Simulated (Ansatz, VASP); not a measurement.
**Sb in VASP and in Ansatz**

Contents of INCAR:

```
SYSTEM = Sb
PREC = Accurate
ENCUT = 520
EDIFF = 1E-7
ISMEAR = -1
SIGMA = 0.05
LREAL = .False.
LASPH = .True.
NELM = 80
ALGO = Normal
ISIF = 2
LWAVE = .False.
LCHARG = .False.
NBANDS = 12
```

The input KPOINTS:

```
Automatic mesh
0
Gamma
  8 8 8
  0 0 0
```

Contents of POSCAR:

```
Sb
1.0
    2.1397418462      1.2353805309      3.7327777635
   -2.1397418462      1.2353805309      3.7327777635
    0.0000000000     -2.4707610619      3.7327777635
Sb
2
Direct
    0.7665100000      0.7665100000      0.7665100000
    0.2334900000      0.2334900000      0.2334900000
```

The input input.yaml:

```yaml
crystal:
  lattice:
    - [2.1397418462, 1.2353805309, 3.7327777635]
    - [-2.1397418462, 1.2353805309, 3.7327777635]
    - [0.0, -2.4707610619, 3.7327777635]
  atoms:
    - { symbol: Sb, position: [0.76651, 0.76651, 0.76651] }
    - { symbol: Sb, position: [0.23349, 0.23349, 0.23349] }
hamiltonian:
  xc: lda
  pseudopotentials: { kind: paw }
kpoints:
  mp_grid: { grid: [8, 8, 8] }
scf:
  occupations: { method: fermi_dirac, width: 0.05 }
output:
  forces: true
  stress: true
  eigenvalues: true
```

Alike in both runs: task single point; functional LDA; k mesh 8 × 8 × 8; occupations fermi-dirac, width 0.05 eV; no spin polarisation.

```csv
,VASP,Ansatz
version,VASP 6.6.1,Ansatz 0.2.0
potentials or method,"VASP PAW LDA potentials, release 64 (Sb)",Ansatz PAW
plane-wave cutoff (eV),520,420
valence electrons in the cell,10,30
```

VASP gave:

```
gap on the k mesh at the Fermi level (eV)                     : none
pressure (GPa)                                                : 0.3
traceless stress, the component that is largest in VASP (GPa) : -0.54
rms of the force components (eV/Å)                            : 0.108
```

Q: Which values does Ansatz return?

A: gap on the k mesh at the Fermi level (eV): none; pressure (GPa): 0.0; traceless stress, the component that is largest in VASP (GPa): -0.45; rms of the force components (eV/Å): 0.066.

LDA's correlation is that of Perdew and Zunger in VASP and of Perdew and Wang (1992) in Ansatz. Atom by atom the forces differ by 0.041 eV/Å (rms over components). A gap of «none» marks a metal or a gap that the smearing closes. VASP's potentials hold 10 valence electrons a cell and Ansatz's 30, so a difference there can come from the potentials and not from the codes.

Neither program's run includes spin-orbit coupling.
